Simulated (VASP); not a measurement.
# CdTe (F-43m) in VASP: a series of runs, part 4 of 4

VASP 6.6.1.

### Step 6. Relaxation of cell and atoms, PBE, target pressure 40 GPa, at which the enthalpy is minimised

INCAR reads:

```
SYSTEM = CdTe
PREC     = Accurate       ! precision mode
ENCUT    = 500            ! plane-wave cutoff, eV
EDIFF    = 1E-7           ! SCF threshold, eV
ISMEAR   = 0              ! smearing method
SIGMA    = 0.01           ! smearing width, eV
LREAL    = .False.        ! projectors in reciprocal space
LASPH    = .True.         ! aspherical terms in the spheres
NELM     = 120            ! most SCF steps
ALGO     = Normal         ! electronic algorithm
ISIF     = 3              ! what is computed and relaxed
LWAVE    = .False.        ! write WAVECAR
LCHARG   = .False.        ! write CHGCAR
GGA      = PE             ! functional
IBRION   = 2              ! ionic algorithm
NSW      = 50             ! ionic steps
EDIFFG   = -0.01          ! ionic threshold
PSTRESS  = 400.0        
GGA_COMPAT= .False.      
NELMIN   = 4
```

KPOINTS reads:

```
Automatic mesh
0
Gamma
  6 6 6
  0 0 0
```

POSCAR reads:

```
CdTe
1.0
    0.0000000000      3.2050000000      3.2050000000
    3.2050000000      0.0000000000      3.2050000000
    3.2050000000      3.2050000000      0.0000000000
Cd Te
1 1
Direct
    0.0000000000      0.0000000000      0.0000000000
    0.7500000000      0.7500000000      0.7500000000
```

Potentials or basis: VASP PAW PBE potentials, release 64 (Cd, Te).

Launch:

```bash
$ cat potpaw_PBE.64/Cd/POTCAR potpaw_PBE.64/Te/POTCAR > POTCAR
$ mpirun -np 1 vasp_std > vasp.out
```

OUTCAR:

```text
SYSTEM = CdTe
   PREC = Accurate
   ENCUT = 500
   EDIFF = 1E-7
   ISMEAR = 0
   LREAL = .False.
   LASPH = .True.
   NELM = 120
   ISIF = 3
   GGA = PE
   IBRION = 2
   NSW = 50
   EDIFFG = -0.01
   PSTRESS = 400.0
   NELMIN = 4

 ion  position               nearest neighbor table
   1  0.000  0.000  0.000-   2 2.78   2 2.78   2 2.78   2 2.78
   2  0.750  0.750  0.750-   1 2.78   1 2.78   1 2.78   1 2.78

  LATTYP: Found a face centered cubic cell.
 ALAT       =     6.4100000000

  Lattice vectors:

 A1 = (   0.0000000000,   3.2050000000,   3.2050000000)
 A2 = (   3.2050000000,   0.0000000000,   3.2050000000)
 A3 = (   3.2050000000,   3.2050000000,   0.0000000000)

Analysis of symmetry for initial positions (statically):
=====================================================================
 Subroutine PRICEL returns:
 Original cell was already a primitive cell.

 Routine SETGRP: Setting up the symmetry group for a
 face centered cubic supercell.

 Subroutine GETGRP returns: Found 24 space group operations
 (whereof 24 operations were pure point group operations)
 out of a pool of 48 trial point group operations.

The static configuration has the point symmetry T_d .

Analysis of symmetry for dynamics (positions and initial velocities):
=====================================================================
 Subroutine PRICEL returns:
 Original cell was already a primitive cell.

 Routine SETGRP: Setting up the symmetry group for a
 face centered cubic supercell.

 Subroutine GETGRP returns: Found 24 space group operations
 (whereof 24 operations were pure point group operations)
 out of a pool of 48 trial point group operations.

The dynamic configuration has the point symmetry T_d .

 Subroutine INISYM returns: Found 24 space group operations
 (whereof 24 operations are pure point group operations),
 and found     1 'primitive' translations

[... 102 lines left out ...]
   IALGO  =     38    algorithm
   IMIX   =      4    mixing-type and parameters
     AMIX     =   0.40;   BMIX     =  1.00
     AMIX_MAG =   1.60;   BMIX_MAG =  1.00
  volume/ion in A,a.u.               =      32.92       222.17
  Fermi-wavevector in a.u.,A,eV,Ry     =   1.062497  2.007828 15.359610  1.128899
  Thomas-Fermi vector in A             =   2.197950
   LORBIT       =      0    0 simple, 1 ext, 2 COOP (PROOUT), +10 PAW based schemes
   GGA     = PE    functional components
   LHFCALC =     F    Hartree Fock is set to
   AEXX    =    0.0000 exact exchange contribution
   IVDW    =     0    specifies the selected vdW correction
   LEPSILON=     F    determine dielectric tensor
   LRPA    =     F    only Hartree local field effects (RPA)
 conjugate gradient relaxation of ions
 non-spin polarized calculation
 Gauss-broadening in eV      SIGMA  =   0.01
  energy-cutoff  :      500.00
  volume of cell :       65.84
 maximum number of plane-waves:      1687
 NGX is ok and might be reduce to    36
   NGX = 17   NGY = 17   NGZ = 17

--------------------------------------- Ionic step        1  -------------------------------------------

 number of electron      17.9999995 magnetization

 Free energy of the ion-electron system (eV)
  ---------------------------------------------------
  ext. energy  EPLUGINS =         0.00000000
  ---------------------------------------------------
  free energy    TOTEN  =        -4.72106101 eV

  energy without entropy =       -4.72106101  energy(sigma->0) =       -4.72106101

------------------------ aborting loop because EDIFF is reached ----------------------------------------

  FORCE on cell =-STRESS in cart. coord.  units (eV):
  Direction    XX          YY          ZZ          XY          YZ          ZX
  --------------------------------------------------------------------------------------
  -------------------------------------------------------------------------------------
  Total        1.8116784      1.8116784      1.8116784     -0.0000000      0.0000000      0.0000000
  in kB       44.0836535     44.0836535     44.0836535     -0.0000000      0.0000000      0.0000000
  external PRESSURE =    -355.9163465 kB  Pullay stress =     400.0000000 kB
[... 612 lines left out ...]
  band No.  band energies     occupation
      1      -6.9276      2.00000
      2      -4.1311      2.00000
      3      -4.0693      2.00000
      4      -3.9359      2.00000
      5      -3.8147      2.00000
      6      -2.7761      2.00000
      7      -0.4385      2.00000
      8       1.8363      2.00000
      9       1.8483      2.00000
     10       8.7642      0.00000
     11       9.2700      0.00000
     12      12.4848      0.00000
     13      12.7897      0.00000

[... ionic steps 4 to 18 ...]

--------------------------------------- Ionic step       19  -------------------------------------------

 number of electron      18.0000002 magnetization

------------------------ aborting loop because EDIFF is reached ----------------------------------------
[... 71 lines left out ...]
--------------------------------------- Ionic step       21  -------------------------------------------

 number of electron      18.0000002 magnetization

 Free energy of the ion-electron system (eV)
  ---------------------------------------------------
  ext. energy  EPLUGINS =         0.00000000
  ---------------------------------------------------
  free energy    TOTEN  =        -2.72916734 eV

  energy without entropy =       -2.72916734  energy(sigma->0) =       -2.72916734

 E-fermi :   6.5159     XC(G=0): -10.2512

 val. band max:        6.4286326336   @ k =   0.0000   0.0000   0.0000
 cond. band min:       7.9953023104   @ k =   0.5000   0.5000   0.0000
 fundamental gap:      1.5666696768
 Fermi energy:         6.5159467759
[... 287 lines left out ...]
  energy  without entropy=       -2.7291673380  energy(sigma->0) =       -2.72916734

  enthalpy is  TOTEN    =         9.2070554892 eV   P V=       11.9362228272

 reached required accuracy - stopping structural energy minimisation
```

CONTCAR:

```text
CdTe
   1.00000000000000
    -0.0000000000000000    2.8806854409724578    2.8806854409724578
     2.8806854409724578   -0.0000000000000000    2.8806854409724578
     2.8806854409724578    2.8806854409724578   -0.0000000000000000
  Cd              Te
     1     1
Direct
     0.0000000000000000    0.0000000000000000    0.0000000000000000
     0.7500000000000000    0.7500000000000000    0.7500000000000000

  0.00000000E+00  0.00000000E+00  0.00000000E+00
  0.00000000E+00  0.00000000E+00  0.00000000E+00
```

Wall time 2.2 min (1 thread of Intel Xeon Platinum 8375C at 2.90GHz (Ice Lake), shared host); peak memory 0.24 GiB.

Results:

```
Free energy                                                : -2.7292 eV
Relaxed volume                                             : 23.90 Å³/atom
Relaxed cell                                               : a = 4.074 Å, b = 4.074 Å, c = 4.074 Å, α = 60.00°, β = 60.00°, γ = 60.00°
Space group after relaxing (to 0.1 Å)                      : F-43m (No. 216)
Energy change on relaxing (the run minimises the enthalpy) : +995.9 meV/atom
Ionic steps                                                : 21
Pressure after relaxing                                    : 39.9 GPa
Band gap on the k mesh                                     : 1.57 eV (least direct gap 1.86 eV)
```

The path:
| step | energy change (eV) | largest force (eV/Å) | pressure (GPa) | volume (Å³) |
| --- | --- | --- | --- | --- |
| 1 | 0.0000 | 0.0000 | 4.41 | 65.84 |
| 2 | 60.1991 | 0.0000 | 1237.72 | 17.85 |
| 3 | 0.8553 | 0.0000 | 21.37 | 53.93 |
| 4 | 1.1866 | 0.0000 | 26.91 | 51.72 |
| 5 | 2.0751 | 0.0000 | 41.27 | 47.48 |
| 6 | 1.9899 | 0.0000 | 39.91 | 47.82 |
| 7 | 1.9899 | 0.0000 | 39.91 | 47.82 |
| 8 | 1.9900 | 0.0000 | 39.91 | 47.82 |
| 9 | 1.9900 | 0.0000 | 39.91 | 47.82 |
| 10 | 1.9900 | 0.0000 | 39.91 | 47.82 |
| 11 | 1.9900 | 0.0000 | 39.91 | 47.82 |
| 12 | 1.9900 | 0.0000 | 39.91 | 47.82 |
| 13 | 1.9900 | 0.0000 | 39.91 | 47.82 |
| 14 | 1.9900 | 0.0000 | 39.91 | 47.82 |
| 15 | 1.9900 | 0.0000 | 39.91 | 47.82 |
| 16 | 1.9901 | 0.0000 | 39.91 | 47.82 |
| 17 | 1.9901 | 0.0000 | 39.91 | 47.82 |
| 18 | 1.9902 | 0.0000 | 39.92 | 47.82 |
| 19 | 1.9905 | 0.0000 | 39.92 | 47.82 |
| 20 | 1.9910 | 0.0000 | 39.93 | 47.81 |
| 21 | 1.9919 | 0.0000 | 39.94 | 47.81 |

Final structure:
```
Cd Te
1.0
     0.00000    2.88069    2.88069
     2.88069    0.00000    2.88069
     2.88069    2.88069    0.00000
Cd Te
1 1
Direct
  0.00000 0.00000 0.00000
  0.75000 0.75000 0.75000
```

Caveat: the cell is relaxed towards a set pressure, so the run minimises the enthalpy, not the energy; the volume moved by over 15 % at a fixed basis, so the end points are rough; spin-orbit coupling is left out, which moves the levels of the heavy elements. A k mesh can miss the band edges.

### Step 7. Overview

```csv
cell,gap on the mesh (eV),pressure (GPa)
relaxed,0.58,0.0
relaxed to 10 GPa,1.14,10.0
relaxed to 20 GPa,1.47,20.0
relaxed to 30 GPa,1.70,30.0
relaxed to 40 GPa,1.57,39.9
```

Alike in all rows: task relaxation of cell and atoms; level PBE; potentials or basis VASP PAW PBE potentials, release 64 (Cd, Te); no spin polarisation; k mesh 6 × 6 × 6; cutoff (eV) 500; smearing gaussian 0.01 eV.

Caveats: spin-orbit coupling is left out, which moves the levels of the heavy elements; the cell is relaxed towards a set pressure, so the run minimises the enthalpy, not the energy (at least some runs); the volume moved by over 15 % at a fixed basis, so the end points are rough (at least some runs).

Absolute energies hang on the potentials; compare differences alone.
